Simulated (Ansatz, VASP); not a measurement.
One calculation of BaTiO3, two programs

File INCAR:

```
SYSTEM = BaTiO3
PREC = Accurate ; ENCUT = 520
EDIFF = 1E-6 ; ISMEAR = -1
SIGMA = 0.03 ; LREAL = .FALSE.
LASPH = .TRUE. ; NELM = 60
ALGO = Normal ; ISIF = 2
LWAVE = .FALSE. ; LCHARG = .FALSE.
GGA = PE ; NBANDS = 28
```

File KPOINTS:

```
regular mesh
0
G
  4 4 4
  0 0 0
```

POSCAR

```
BaTiO3
1.0
    2.8273666084      1.6323808724      2.3183934932
   -2.8273666084      1.6323808724      2.3183934932
    0.0000000000     -3.2647617449      2.3183934932
Ba Ti O
1 1 3
Direct
    0.0000000000      0.0000000000      0.0000000000
    0.4845000000      0.4845000000      0.4845000000
    0.5086000000      0.0175000000      0.5086000000
    0.0175000000      0.5086000000      0.5086000000
    0.5086000000      0.5086000000      0.0175000000
```

File input.yaml:

```yaml
crystal:
  lattice:
    - [2.8273666084, 1.6323808724, 2.3183934932]
    - [-2.8273666084, 1.6323808724, 2.3183934932]
    - [0.0, -3.2647617449, 2.3183934932]
  atoms:
    - { symbol: Ba, position: [0.0, 0.0, 0.0] }
    - { symbol: Ti, position: [0.4845, 0.4845, 0.4845] }
    - { symbol: O, position: [0.5086, 0.0175, 0.5086] }
    - { symbol: O, position: [0.0175, 0.5086, 0.5086] }
    - { symbol: O, position: [0.5086, 0.5086, 0.0175] }
kpoints:
  mp_grid: { grid: [4, 4, 4] }
scf:
  occupations: { method: fermi_dirac, width: 0.03 }
hamiltonian:
  xc: pbe
  pseudopotentials: { kind: all_electron, lapw: { basis_error: 0.002 } }
output:
  forces: true
  stress: true
  eigenvalues: true
```

Alike in both runs: task single point; functional PBE; k mesh 4 × 4 × 4; occupations fermi-dirac, width 0.03 eV; no spin polarisation.

```csv
,VASP,Ansatz
version,VASP 6.6.1,Ansatz 0.2.0
potentials or method,"VASP PAW PBE potentials, release 64 (Ba_sv, Ti_sv, O), cutoff 520 eV","all-electron LAPW, scalar-relativistic"
```

Ansatz gave:

| Property | Result |
| --- | --- |
| gap on the k mesh at the Fermi level (eV) | 2.43 |
| least direct gap on the mesh (eV) | 2.79 |
| pressure (GPa) | 5.0 |
| traceless stress, the component that is largest in VASP (GPa) | -0.13 |
| rms of the force components (eV/Å) | 0.069 |

**Question.** What did VASP give for the same quantities?

**Answer.** gap on the k mesh at the Fermi level (eV): 2.38; least direct gap on the mesh (eV): 2.78; pressure (GPa): 6.8; traceless stress, the component that is largest in VASP (GPa): -0.18; rms of the force components (eV/Å): 0.086.

Atom by atom the forces differ by 0.029 eV/Å (rms over components). Ansatz ran all-electron here, and VASP with PAW potentials.

Neither program's run includes spin-orbit coupling.
